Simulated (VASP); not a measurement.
# CdF2 (I4/mmm) in VASP: settings compared

The runs below take CdF2 through single point, with PBE, r2SCAN.

All numbers are computed with VASP 6.6.1; they aren't measurements. Logs are shortened: lines on timing, memory, paths and dates and some standing lists are left out, and cuts for length are marked.

**1. The cell of the first run**

Symmetry: I4/mmm, No. 139, tetragonal system. The conventional cell has a = 3.934 Å, b = 3.934 Å, c = 5.365 Å, α = 90.00°, β = 90.00°, γ = 90.00°. Within 3.1 Å of Cd (site symmetry 4/mmm) lie 8 F at 2.38 Å. F (site symmetry -4m2) has 4 Cd at 2.38 Å and 6 F at 2.68 to 2.78 Å within 3.1 Å.

**2. Single point, PBE (biaxial xy strain +3.7%)**

File INCAR:

```
SYSTEM = CdF2
  ALGO = Normal
  EDIFF = 1E-7
  ENCUT = 520
  GGA = PE
  ISIF = 2
  ISMEAR = -1
  LASPH = .TRUE.
  LCHARG = .TRUE.
  LELF = .TRUE.
  LREAL = .FALSE.
  LVHAR = .TRUE.
  LWAVE = .FALSE.
  NBANDS = 20
  NELM = 100
  PREC = Accurate
  SIGMA = 0.02
```

File KPOINTS:

```
k-points
0
G
  8 8 8
  0 0 0
```

File POSCAR:

```
CdF2
1.0
    0.0000000000      2.7821047541      2.6825809990
    2.7821047541      0.0000000000      2.6825809990
    2.7821047541      2.7821047541      0.0000000000
Cd F
1 2
Direct
    0.0000000000      0.0000000000      0.0000000000
    0.2500000000      0.2500000000      0.2500000000
    0.7500000000      0.7500000000      0.7500000000
```

Potentials or basis: VASP PAW PBE potentials, release 64 (Cd, F).

Launch:

```console
> cat potpaw_PBE.64/Cd/POTCAR potpaw_PBE.64/F/POTCAR > POTCAR
> mpirun -np 1 vasp_std > vasp.out
```

OUTCAR:

```text
SYSTEM = CdF2
   EDIFF = 1E-7
   ENCUT = 520
   GGA = PE
   ISIF = 2
   ISMEAR = -1
   LASPH = .TRUE.
   LREAL = .FALSE.
   NELM = 100
   PREC = Accurate

 ion  position               nearest neighbor table
   1  0.000  0.000  0.000-   3 2.38   3 2.38   3 2.38   2 2.38   3 2.38   2 2.38   2 2.38   2 2.38

   2  0.250  0.250  0.250-   1 2.38   1 2.38   1 2.38   1 2.38
   3  0.750  0.750  0.750-   1 2.38   1 2.38   1 2.38   1 2.38

  LATTYP: Found a body centered tetragonal cell.
 ALAT       =     3.9344902752
 C/A-ratio  =     1.3636231437

  Lattice vectors:

 A1 = (   0.0000000000,  -2.7821047541,  -2.6825809990)
 A2 = (   0.0000000000,   2.7821047541,  -2.6825809990)
 A3 = (   2.7821047541,   0.0000000000,   2.6825809990)

Analysis of symmetry for initial positions (statically):
=====================================================================
 Subroutine PRICEL returns:
 Original cell was already a primitive cell.

 Routine SETGRP: Setting up the symmetry group for a
 body centered tetragonal supercell.

 Subroutine GETGRP returns: Found 16 space group operations
 (whereof 16 operations were pure point group operations)
 out of a pool of 16 trial point group operations.

The static configuration has the point symmetry D_4h.

Analysis of symmetry for dynamics (positions and initial velocities):
=====================================================================
 Subroutine PRICEL returns:
 Original cell was already a primitive cell.

 Routine SETGRP: Setting up the symmetry group for a
 body centered tetragonal supercell.

 Subroutine GETGRP returns: Found 16 space group operations
 (whereof 16 operations were pure point group operations)
 out of a pool of 16 trial point group operations.

The dynamic configuration has the point symmetry D_4h.

 Subroutine INISYM returns: Found 16 space group operations
 (whereof 16 operations are pure point group operations),
 and found     1 'primitive' translations

----------------------------------------------------------------------------------------

                                     Primitive cell

  volume of cell :      41.5269

  direct lattice vectors                    reciprocal lattice vectors
     0.000000000  2.782104754  2.682580999    -0.179720048  0.179720048  0.186387662
     2.782104754  0.000000000  2.682580999     0.179720048 -0.179720048  0.186387662
     2.782104754  2.782104754  0.000000000     0.179720048  0.179720048 -0.186387662

  length of vectors
     3.864757131  3.864757131  3.934490275     0.315180824  0.315180824  0.315180824

  position of ions in fractional coordinates (direct lattice)
     0.000000000  0.000000000  0.000000000
     0.250000000  0.250000000  0.250000000
     0.750000000  0.750000000  0.750000000

  ion indices of the primitive-cell ions
   primitive index   ion index
                 1           1
                 2           2
                 3           3

----------------------------------------------------------------------------------------

 KPOINTS: k-points

Automatic generation of k-mesh.
 Grid dimensions read from file:
 generate k-points for:    8    8    8

 Generating k-lattice:

  Cartesian coordinates                     Fractional coordinates (reciprocal lattice)
    -0.022465006  0.022465006  0.023298458     0.125000000  0.000000000  0.000000000
     0.022465006 -0.022465006  0.023298458     0.000000000  0.125000000  0.000000000
     0.022465006  0.022465006 -0.023298458     0.000000000  0.000000000  0.125000000

  Length of vectors
     0.039397603  0.039397603  0.039397603

  Shift w.r.t. Gamma in fractional coordinates (k-lattice)
     0.000000000  0.000000000  0.000000000

 Subroutine IBZKPT returns following result:
 ===========================================

 Found     59 irreducible k-points:

 Following reciprocal coordinates:
            Coordinates               Weight
  0.000000  0.000000  0.000000      1.000000
  0.125000  0.000000  0.000000      8.000000
  0.250000  0.000000  0.000000      8.000000
  0.375000  0.000000  0.000000      8.000000
  0.500000  0.000000  0.000000      4.000000
  0.125000  0.125000  0.000000      2.000000
[... 16 lines left out ...]
  0.250000  0.000000  0.125000     16.000000
  0.375000  0.000000  0.125000     16.000000
 [... further k-points ...]
   k-points           NKPTS =     59   k-points in BZ     NKDIM =     59   number of bands    NBANDS=     20
   number of dos      NEDOS =    301   number of ions     NIONS =      3
   total plane-waves  NPLWV =  27000
   dimension x,y,z NGX =    30 NGY =   30 NGZ =   30
   dimension x,y,z NGXF=    60 NGYF=   60 NGZF=   60
   ions per type =               1   2
   NGX,Y,Z   is equivalent  to a cutoff of  12.90, 12.90, 12.68 a.u.
   NGXF,Y,Z  is equivalent  to a cutoff of  25.81, 25.81, 25.35 a.u.
 SYSTEM =  CdF2
   PREC   = accura    normal or accurate (medium, high low for compatibility)
   ISTART =      0    job   : 0-new  1-cont  2-samecut
   ICHARG =      2    charge: 1-file 2-atom 10-const
   ISPIN  =      1    spin polarized calculation?
   LNONCOLLINEAR =      F non collinear calculations
   LSORBIT =      F    spin-orbit coupling
   LASPH  =      T    aspherical Exc in radial PAW
   ENCUT  =  520.0 eV  38.22 Ry    6.18 a.u.   7.19  7.19  7.32*2*pi/ulx,y,z
   NELM   =    100;   NELMIN=  2; NELMDL= -5     # of ELM steps
   EDIFF  = 0.1E-06   stopping-criterion for ELM
   LREAL  =      F    real-space projection
   EDIFFG = 0.1E-05   stopping-criterion for IOM
   NSW    =      0    number of steps for IOM
   IBRION =     -1    ionic relax: 0-MD 1-quasi-New 2-CG
   NFREE  =      0    steps in history (QN), initial steepest desc. (CG)
   ISIF   =      2    stress and relaxation
   ISYM   =      2    0-nonsym 1-usesym 2-fastsym
   POTIM  = 0.5000    time-step for ionic-motion
   TEBEG  =    0.0;   TEEND  =   0.0 temperature during run
   PSTRESS=    0.0 pullay stress
   NELECT =      26.0000    total number of electrons
   NUPDOWN=      -1.0000    fix difference up-down
   EMIN   =  10.00;   EMAX   =-10.00  energy-range for DOS
   EFERMI =   0.00;   METHOD = LEGACY
   ISMEAR =    -1;   SIGMA  =   0.02  broadening in eV -4-tet -1-fermi 0-gaus
   EFERMI_NEDOS =   21; number of points for ismear=-14 and -15
   IALGO  =     38    algorithm
   IMIX   =      4    mixing-type and parameters
     AMIX     =   0.40;   BMIX     =  1.00
     AMIX_MAG =   1.60;   BMIX_MAG =  1.00
  volume/ion in A,a.u.               =      13.84        93.41
  Fermi-wavevector in a.u.,A,eV,Ry     =   1.400520  2.646599 26.687237  1.961457
  Thomas-Fermi vector in A             =   2.523472
   LORBIT       =      0    0 simple, 1 ext, 2 COOP (PROOUT), +10 PAW based schemes
   GGA     = PE    functional components
   LHFCALC =     F    Hartree Fock is set to
   AEXX    =    0.0000 exact exchange contribution
   IVDW    =     0    specifies the selected vdW correction
   LEPSILON=     F    determine dielectric tensor
   LRPA    =     F    only Hartree local field effects (RPA)
 non-spin polarized calculation
  energy-cutoff  :      520.00
  volume of cell :       41.53
 maximum number of plane-waves:      1138
 NGX is ok and might be reduce to    30
   NGX = 15   NGY = 15   NGZ = 15

 number of electron      26.0000003 magnetization

 Free energy of the ion-electron system (eV)
  ---------------------------------------------------
  ext. energy  EPLUGINS =         0.00000000
  ---------------------------------------------------
  free energy    TOTEN  =       -10.89431987 eV

  energy without entropy =      -10.89431987  energy(sigma->0) =      -10.89431987

 E-fermi :  -1.2669     XC(G=0): -10.0900

 val. band max:       -1.7036583906   @ k =  -0.2500   0.5000   0.2500
 cond. band min:       1.1020828455   @ k =   0.0000   0.0000   0.0000
 fundamental gap:      2.8057412361
 Fermi energy:        -1.2668848809

 k-point     1 :       0.0000    0.0000    0.0000
  band No.  band energies     occupation
      1     -22.2304      2.00000
      2     -21.2764      2.00000
      3      -7.2108      2.00000
      4      -7.2108      2.00000
      5      -7.1907      2.00000
      6      -6.2529      2.00000
[... 12 lines left out ...]
     19      17.3199      0.00000
     20      18.1403      0.00000

 k-point     2 :       0.1250    0.0000    0.0000
  band No.  band energies     occupation
      1     -22.1877      2.00000
      2     -21.3146      2.00000
      3      -7.1627      2.00000
      4      -7.1471      2.00000
      5      -7.0632      2.00000
      6      -6.2643      2.00000
[... 12 lines left out ...]
     19      16.9370      0.00000
     20      17.6874      0.00000

 k-point     3 :       0.2500    0.0000    0.0000
  band No.  band energies     occupation
      1     -22.0712      2.00000
      2     -21.4171      2.00000
      3      -7.0553      2.00000
      4      -7.0287      2.00000
      5      -6.6936      2.00000
      6      -6.2690      2.00000
[... 12 lines left out ...]
     19      16.9335      0.00000
     20      17.2141      0.00000

 k-point     4 :       0.3750    0.0000    0.0000
  band No.  band energies     occupation
      1     -21.9108      2.00000
      2     -21.5616      2.00000
      3      -6.9732      2.00000
      4      -6.9327      2.00000
      5      -6.2503      2.00000
      6      -6.2354      2.00000
[... 12 lines left out ...]
     19      16.4041      0.00000
     20      16.8091      0.00000

 k-point     5 :       0.5000    0.0000    0.0000
  band No.  band energies     occupation
      1     -21.7619      2.00000
      2     -21.7033      2.00000
      3      -6.9503      2.00000
      4      -6.9039      2.00000
      5      -6.2020      2.00000
      6      -6.1748      2.00000
[... 12 lines left out ...]
     19      16.2166      0.00000
     20      16.4943      0.00000
[... 353 lines left out ...]
      6      -6.1420      2.00000
[... 12 lines left out ...]
     19      17.3409      0.00000
     20      19.2004      0.00000

 k-point    22 :       0.1250    0.0000    0.1250
  band No.  band energies     occupation
      1     -22.1778      2.00000
      2     -21.3214      2.00000
      3      -7.1282      2.00000
      4      -7.1192      2.00000
      5      -7.0437      2.00000
      6      -6.3090      2.00000
[... 12 lines left out ...]
     19      17.2039      0.00000
     20      18.1353      0.00000

 k-point    23 :       0.2500    0.0000    0.1250
  band No.  band energies     occupation
      1     -22.0928      2.00000
      2     -21.3939      2.00000
      3      -7.0259      2.00000
      4      -7.0162      2.00000
      5      -6.7622      2.00000
      6      -6.3652      2.00000
[... 12 lines left out ...]
     19      17.7743      0.00000
     20      18.4075      0.00000

 k-point    24 :       0.3750    0.0000    0.1250
  band No.  band energies     occupation
      1     -21.9557      2.00000
      2     -21.5141      2.00000
      3      -6.9278      2.00000
      4      -6.9054      2.00000
      5      -6.3687      2.00000
      6      -6.3388      2.00000
[... 12 lines left out ...]
     19      17.1649      0.00000
     20      18.5010      0.00000

 [... further k-points ...]
[... 5 lines left out ...]
  --------------------------------------------------------------------------------------
  -------------------------------------------------------------------------------------
  Total       -0.4047227     -0.4047227      0.5774306      0.0000000      0.0000000     -0.0000000
  in kB      -15.6148675    -15.6148675     22.2782253      0.0000000      0.0000000     -0.0000000
  external PRESSURE =      -2.9838366 kB  Pullay stress =       0.0000000 kB

 VOLUME and BASIS-vectors are now :
 -----------------------------------------------------------------------------
  energy-cutoff  :      520.00
  volume of cell :       41.53
      direct lattice vectors                 reciprocal lattice vectors
     0.000000000  2.782104754  2.682580999    -0.179720048  0.179720048  0.186387662
     2.782104754  0.000000000  2.682580999     0.179720048 -0.179720048  0.186387662
     2.782104754  2.782104754  0.000000000     0.179720048  0.179720048 -0.186387662

 POSITION                                       TOTAL-FORCE (eV/Angst)
 -----------------------------------------------------------------------------------
      0.00000      0.00000      0.00000         0.000000      0.000000      0.000000
      1.39105      1.39105      1.34129         0.000000      0.000000     -0.000000
      4.17316      4.17316      4.02387        -0.000000     -0.000000     -0.000000
 -----------------------------------------------------------------------------------
    total drift:                                0.000000     -0.000000      0.000000

  FREE ENERGIE OF THE ION-ELECTRON SYSTEM (eV)
  ---------------------------------------------------
  free  energy   TOTEN  =       -10.8943198701 eV

  energy  without entropy=      -10.8943198701  energy(sigma->0) =      -10.89431987
```

Run time: 44 s. Hardware: 1 thread of Intel Xeon Platinum 8488C (Sapphire Rapids), shared host; peak memory 0.19 GiB.

What came out:

```
Free energy            : -10.8943 eV
Pressure               : -0.3 GPa
Band gap on the k mesh : 2.81 eV, indirect (least direct gap 3.38 eV)
```

Levels at points of the mesh, in eV from the valence-band top:
```
           k point  band 10  band 11  band 12  band 13  band 14  band 15  band 16  band 17
(0.00, 0.00, 0.00)    -0.68    -0.67    -0.57    -0.57     2.81    12.30    12.41    12.41
(0.50, 0.00, 0.00)    -1.70    -1.61    -0.48    -0.46     6.67     8.90    13.81    14.06
(0.50, 0.50, 0.00)    -2.73    -0.29    -0.15    -0.15     7.41     9.24    11.77    13.59
(0.50, 0.00, 0.50)    -2.61    -0.49    -0.17    -0.02     7.48     9.30    11.76    13.56
```

Caveat: the cell differs from its parent crystal (biaxial xy strain +3.7%). A k mesh can miss the band edges.

(Continued in part 2 of 2.)
